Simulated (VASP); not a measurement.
Mn: single point with r2SCAN

Crystal: Mn.

```
Mn
1.0
     0.00000    2.38043    2.38043
     2.38043    0.00000    2.38043
     2.38043    2.38043    0.00000
Mn
2
Direct
  0.12500 0.12500 0.12500
  0.87500 0.87500 0.87500
```

This cell differs from its parent crystal: volume scaled by 0.92.

```json
{
  "Program": "VASP 6.6.1",
  "Task": "single point",
  "Functional": "r2SCAN",
  "Potentials or basis": "VASP PAW PBE potentials, release 64 (Mn_pv)",
  "Cutoff": "520 eV",
  "k mesh": "13 × 13 × 13",
  "Occupations": "fermi-dirac, width 0.1 eV",
  "Spin": "no spin polarisation"
}
```

| Property | Result |
| --- | --- |
| Pressure | 17.7 GPa |
| Band gap on the k mesh | zero (band 13 reaches 7.81 eV, above the bottom of band 14 at 7.16 eV) |

Levels at points of the mesh, in eV from the Fermi level:
```
           k point  band 11  band 12  band 13  band 14  band 15  band 16
(0.00, 0.00, 0.00)    -2.13    -2.13     0.51     0.51     0.51     2.82
```

Run time: 7.6 min on 1 thread of AMD EPYC 7R13, with other jobs on the host, peak memory 0.15 GiB.

Caveat: the PAW data sets were made with another functional, which shifts forces and pressure a little; the run has no spin polarisation, though such a crystal can be magnetic. Spin polarisation is off, so any magnetic state and its effect on volume and gap are missing.
